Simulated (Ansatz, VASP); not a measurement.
## One calculation of Ti, two programs

File INCAR:

```
SYSTEM = Ti
PREC = Accurate ; ENCUT = 600
EDIFF = 1E-6 ; ISMEAR = -1
SIGMA = 0.15 ; LREAL = .FALSE.
LASPH = .TRUE. ; NELM = 60
ALGO = Fast ; ISIF = 3
LWAVE = .FALSE. ; LCHARG = .FALSE.
GGA = PS ; IBRION = 2
NSW = 80 ; EDIFFG = -0.001
```

KPOINTS

```
Automatic mesh
0
G
  18 18 10
  0 0 0
```

The input POSCAR:

```
Ti
1.0
    2.9004758374      0.0000000000      0.0000000000
   -1.4502379187      2.5118857583      0.0000000000
    0.0000000000      0.0000000000      4.5909212533
Ti
2
Direct
    0.3333333333      0.6666666667      0.2500000000
    0.6666666667      0.3333333333      0.7500000000
```

Input for Ansatz:

```yaml
crystal:
  lattice:
    - [2.9004758374, 0.0, 0.0]
    - [-1.4502379187, 2.5118857583, 0.0]
    - [0.0, 0.0, 4.5909212533]
  atoms:
    - { symbol: Ti, position: [0.3333333333, 0.6666666667, 0.25] }
    - { symbol: Ti, position: [0.6666666667, 0.3333333333, 0.75] }
basis:
  ecutwfc: 420
kpoints:
  mp_grid: { grid: [18, 18, 10] }
hamiltonian:
  xc: pbesol
scf:
  occupations: { method: fermi_dirac, width: 0.15 }
output:
  forces: true
  stress: true
  eigenvalues: true
relax:
  adjacent_minimum: "off"
  f_tol: 0.001
  max_steps: 60
  cell: { stress_tol: 0.01 }
```

Alike in both runs: task relaxation of cell and atoms; functional PBEsol; k mesh 18 × 18 × 10; occupations fermi-dirac, width 0.15 eV; no spin polarisation.

```csv
,VASP,Ansatz
version,VASP 6.6.1,Ansatz 0.2.0
potentials or method,"VASP PAW PBE potentials, release 64 (Ti_sv), cutoff 600 eV","scalar-relativistic, plane waves, PAW"
valence electrons in the cell,24,24
```

Ansatz gave:

| Quantity | Value |
| --- | --- |
| gap on the k mesh at the Fermi level, each at its own relaxed structure (eV) | none |
| relaxed volume (Å³/atom) | 16.78 |
| relaxed cell length with the largest relative difference (Å) | 2.902 |

Problem. Estimate VASP's values.

Solution. gap on the k mesh at the Fermi level, each at its own relaxed structure (eV): none; relaxed volume (Å³/atom): 16.75; relaxed cell length with the largest relative difference (Å): 2.900.

VASP's potentials were made for PBE, not for PBEsol. A gap of «none» marks a metal or a gap that the smearing closes.
